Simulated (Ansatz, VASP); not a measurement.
Au in VASP and in Ansatz

```
CELL_PARAMETERS angstrom
0.00000 3.18381 3.18381
3.18381 0.00000 3.18381
3.18381 3.18381 0.00000
ATOMIC_POSITIONS crystal
Au 0.87500 0.87500 0.87500
Au 0.12500 0.12500 0.12500
```

Alike in both runs: functional LDA; k mesh 13 × 13 × 13; occupations fermi-dirac, width 0.05 eV; no spin polarisation.

Ansatz relaxed the structure, and its values are those at the end. VASP's run is a single point on that final structure, the one shown.

|  | VASP | Ansatz |
| --- | --- | --- |
| version | VASP 6.6.1 | Ansatz 0.2.0 |
| potentials or method | VASP PAW LDA potentials, release 64 (Au), cutoff 520 eV | all-electron LAPW, non-relativistic |

|  | VASP | Ansatz | Ansatz less VASP |
| --- | --- | --- | --- |
| pressure (GPa) | -8.9 | 0.0 | +8.92 |

LDA's correlation is that of Perdew and Zunger in VASP and of Perdew and Wang (1992) in Ansatz. One of these differences is far larger than is usual between the two programs; its cause wasn't traced. Ansatz ran all-electron here, and VASP with PAW potentials.

Spin-orbit coupling is off throughout.
